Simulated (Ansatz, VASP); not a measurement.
# Mg2GaCu2: VASP beside Ansatz

File POSCAR:

```
Mg2GaCu2
1.0
    0.0000000000      3.8964100000      0.0000000000
    3.8964100000      0.0000000000      0.0000000000
    1.9482050000      1.9482050000     -4.7865600000
Mg Cu Ga
2 2 1
Direct
    0.3880000000      0.3880000000      0.2240000000
    0.6120000000      0.6120000000      0.7760000000
    0.7500000000      0.2500000000      0.5000000000
    0.2500000000      0.7500000000      0.5000000000
    0.0000000000      0.0000000000      0.0000000000
```

File INCAR.step1:

```
SYSTEM = Mg2GaCu2
PREC = Accurate ; ENCUT = 520
ISMEAR = -1 ; SIGMA = 0.0153
LREAL = .False. ; LASPH = .True.
NELM = 60 ; NBANDS = 28
GGA = PE ; ALGO = Normal
EDIFF = 1E-4 ; LWAVE = .True.
LCHARG = .False.
```

Contents of INCAR.step2:

```
SYSTEM = Mg2GaCu2
PREC = Accurate ; ENCUT = 520
EDIFF = 1E-6 ; ISMEAR = -1
SIGMA = 0.0153 ; LREAL = .False.
LASPH = .True. ; NELM = 60
ALGO = Normal ; ISIF = 2
LWAVE = .False. ; LCHARG = .True.
METAGGA = R2SCAN ; LMIXTAU = .True.
LELF = .True. ; LVHAR = .True.
NBANDS = 28 ; ISTART = 1
```

Contents of KPOINTS:

```
regular mesh
0
Gamma
  9 9 9
  0 0 0
```

Input for Ansatz:

```yaml
crystal:
  lattice:
    - [0.0, 3.89641, 0.0]
    - [3.89641, 0.0, 0.0]
    - [1.948205, 1.948205, -4.78656]
  atoms:
    - { symbol: Mg, position: [0.388, 0.388, 0.224] }
    - { symbol: Mg, position: [0.612, 0.612, 0.776] }
    - { symbol: Cu, position: [0.75, 0.25, 0.5] }
    - { symbol: Cu, position: [0.25, 0.75, 0.5] }
    - { symbol: Ga, position: [0.0, 0.0, 0.0] }
  symmetry: { tolerance: 0.0003 }
kpoints:
  mp_grid: { grid: [9, 9, 9], shift: [0, 0, 0] }
  band_path:
    path:
      - [0.0, 0.0, 0.0]
      - [0.5, 0.5, 0.5]
      - [0.5, 0.5, 0.25]
      - [0.0, 0.5, 0.0]
      - [0.0, 0.0, 0.0]
      - [0.0, 0.0, -0.5]
      - [0.0, 0.41716912, -0.29141544]
      - [0.0, 0.58283088, 0.29141544]
      - [0.0, 0.0, 0.0]
      - [0.5, 0.5, 0.5]
      - [0.41716912, 0.58283088, 0.5]
    npoints: 6
magnetization:
  spin_polarized: false
scf:
  occupations: { method: fermi_dirac, width: 0.0153 }
  lower_state_search: "off"
  max_iter: 200
hamiltonian:
  pseudopotentials: { kind: paw }
  xc: r2scan
basis:
  ecutwfc: 500
  fft_grid_basis: typed
output:
  forces: true
  stress: true
  eigenvalues: true
  bader: true
  populations: true
  elf: true
  write_potential: true
  volumetric_format: npy
  dos:
    e_range: [-12, 8]
    de: 0.05
    projected: { site_lists: { Cu: [Cu], Ga: [Ga], Mg: [Mg] } }
checkpoint:
  read: saved_state
```

Alike in both runs: task single point; functional r2SCAN; k mesh 9 × 9 × 9; occupations fermi-dirac, width 0.0153 eV; no spin polarisation.

|  | VASP | Ansatz |
| --- | --- | --- |
| version | VASP 6.6.1 | Ansatz 0.2.0 |
| potentials or method | VASP PAW PBE potentials, release 64 (Mg, Cu, Ga_d), cutoff 520 eV | PAW plane waves |
| valence electrons in the cell | 39 | 71 |

|  | VASP | Ansatz | Ansatz less VASP |
| --- | --- | --- | --- |
| pressure (GPa) | 18.7 | 18.7 | +0.03 |
| traceless stress, the component that is largest in VASP (GPa) | 13.75 | 13.59 | -0.156 |
| rms of the force components (eV/Å) | 0.805 | 0.780 | -0.0256 |

VASP's potentials were made for PBE, not for r2SCAN. Atom by atom the forces differ by 0.026 eV/Å (rms over components). The functional is the same, so the differences come from potentials, cutoffs and numerics. VASP's potentials hold 39 valence electrons a cell and Ansatz's 71, so a difference there can come from the potentials and not from the codes.
